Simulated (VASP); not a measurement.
A run of VASP 6.6.1 is set up as follows.

The input INCAR:

```
PREC     = Accurate       # precision mode
ENCUT    = 600            # plane-wave cutoff, eV
EDIFF    = 1E-6           # SCF threshold, eV
ISMEAR   = 0              # smearing method
SIGMA    = 0.1            # smearing width, eV
LREAL    = F              # projectors in reciprocal space
LASPH    = T              # aspherical terms in the spheres
NELM     = 60             # most SCF steps
ALGO     = Normal         # electronic algorithm
ISIF     = 3              # what is computed and relaxed
LWAVE    = F              # write WAVECAR
LCHARG   = F              # write CHGCAR
GGA      = PE             # functional
IBRION   = 2              # ionic algorithm
NSW      = 100            # ionic steps
EDIFFG   = -0.01          # ionic threshold
```

KPOINTS

```
Automatic mesh
0
Gamma
  12 12 12
```

POSCAR

```
Li3ZrN2
1.0
   -2.1953799053      2.1953799053      3.9470324204
    2.1953799053     -2.1953799053      3.9470324204
    2.1953799053      2.1953799053     -3.9470324204
Li Zr N
3 1 2
Direct
    0.0000000000      0.0000000000      0.0000000000
    0.2500000000      0.7500000000      0.5000000000
    0.7500000000      0.2500000000      0.5000000000
    0.5000000000      0.5000000000      0.0000000000
    0.2420382844      0.2420382844      0.0000000000
    0.7579617156      0.7579617156      0.0000000000
```

Potentials or basis: VASP PAW PBE potentials, release 64 (Li_sv, Zr_sv, N).

Command:

```console
$ cat potpaw_PBE.64/Li_sv/POTCAR potpaw_PBE.64/Zr_sv/POTCAR potpaw_PBE.64/N/POTCAR > POTCAR
$ mpirun -np 1 vasp_std > vasp.out
```

Estimate the band gap on the k mesh.

zero (an odd number of electrons rules out a gap without spin polarisation).

Predict the relaxed volume.

12.54 Å³/atom.

Predict the relaxed cell.

a = 5.008 Å, b = 5.008 Å, c = 5.008 Å, α = 128.28°, β = 128.28°, γ = 76.17°.

Final structure:
```xyz
6
Lattice="-2.1843 2.1843 3.9414 2.1843 -2.1843 3.9414 2.1843 2.1843 -3.9414" Properties=species:S:1:pos:R:3 pbc="T T T"
Li    0.0000    0.0000    0.0000
Li    2.1843    0.0000    1.9707
Li    0.0000    2.1843    1.9707
Zr    0.0000    0.0000    3.9414
N     0.0000    0.0000    1.8974
N     0.0000    0.0000    5.9855
```

Caveat: the cutoff is under 1.25 times the usual one of these potentials, so pressure, stress and relaxed cells hold a basis-set (Pulay) error.
